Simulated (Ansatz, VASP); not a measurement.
## One calculation of AlGa2N3, two programs

```
Al Ga N
1.0
     3.18936    0.00004    0.00005
    -0.00008   -6.37866    0.00004
    -1.59446    1.59455   -6.71496
Al Ga N
2 4 6
Direct
  0.50000 0.75000 0.00000
  0.50000 0.25000 0.00000
  0.16461 0.58230 0.32921
  0.16460 0.08230 0.32920
  0.83540 0.91770 0.67080
  0.83540 0.41770 0.67080
  0.07842 0.78921 0.15683
  0.07842 0.28921 0.15683
  0.42158 0.96079 0.84317
  0.42158 0.46079 0.84317
  0.75000 0.62500 0.50000
  0.74999 0.12500 0.50000
```

Change from the starting cell: cell x2, atoms moved at random (sigma 0.15 Å) and cell strained at random (1.5 %), then relaxed without symmetry.

Alike in both runs: functional PBE; k mesh 4 × 2 × 4; occupations gaussian, width 0.1 eV; no spin polarisation.

Ansatz relaxed the structure, and its values are those at the end. VASP's run is a single point on that final structure, the one shown.

|  | VASP | Ansatz |
| --- | --- | --- |
| version | VASP 6.6.1 | Ansatz 0.2.0 |
| potentials or method | VASP PAW PBE potentials, release 64 (Al, Ga_d, N), cutoff 520 eV | scalar-relativistic, plane waves, PAW |
| valence electrons in the cell | 88 | 88 |

```tsv
	VASP	Ansatz	Ansatz less VASP
gap on the k mesh at the Fermi level (eV)	2.25	2.24	-0.006
least direct gap on the mesh (eV)	2.25	2.24	-0.006
pressure (GPa)	0.0	0.0	+0.03
rms of the force components (eV/Å)	0.008	0.000	-0.0075
```

The k mesh is coarse, so the values compare programs but aren't converged.
